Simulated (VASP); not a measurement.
A run of VASP 6.6.1 is set up as follows.

File INCAR:

```
SYSTEM = SnRu4
PREC     = Accurate       ! precision mode
ENCUT    = 520            ! plane-wave cutoff, eV
EDIFF    = 1E-6           ! SCF threshold, eV
ISMEAR   = 0              ! smearing method
SIGMA    = 0.1            ! smearing width, eV
LREAL    = .False.        ! projectors in reciprocal space
LASPH    = .True.         ! aspherical terms in the spheres
NELM     = 60             ! most SCF steps
ALGO     = Fast           ! electronic algorithm
ISIF     = 2              ! what is computed and relaxed
LWAVE    = .False.        ! write WAVECAR
LCHARG   = .False.        ! write CHGCAR
GGA      = PE             ! functional
NBANDS   = 43             ! bands
```

File KPOINTS:

```
regular mesh
0
Gamma
  4 4 6
  0 0 0
```

POSCAR

```
SnRu4
1.0
    3.3954991200     -3.5655097500      0.0000000000
    3.3954991200      3.5655097500      0.0000000000
    0.0000000000      0.0000000000      3.0490545700
Sn Ru
1 4
Direct
    0.0000000000      0.0000000000      0.0000000000
    0.8105999900      0.1894000100      0.5000000000
    0.1894000100      0.8105999900      0.5000000000
    0.2852000000      0.2852000000      0.0000000000
    0.7148000000      0.7148000000      0.0000000000
```

Potentials or basis: VASP PAW PBE potentials, release 64 (Sn_d, Ru_pv).

Run with:

```sh
$ cat potpaw_PBE.64/Sn_d/POTCAR potpaw_PBE.64/Ru_pv/POTCAR > POTCAR
$ mpirun -np 1 vasp_std > vasp.out
```

Task: What does it give for the pressure?

Result: 149.6 GPa.

Task: What does it give for the largest force?

Result: 24.687 eV/Å.

Task: Estimate the band gap on the k mesh.

Result: Zero (bands 35 and 36 overlap by 0.86 eV).

Stress tensor (GPa, compression positive):
```
186.18   0.00   0.00
  0.00 113.00   0.00
  0.00   0.00 149.54
```

Caveat: atoms lie so close that the PAW spheres overlap strongly, which falsifies energies and pressures; the stress differs along the axes, from 113 to 186 GPa; spin-orbit coupling is left out, which moves the levels of the heavy elements; forces of over 1 eV/Å act on the atoms, so gaps and moduli don't describe the material at rest.
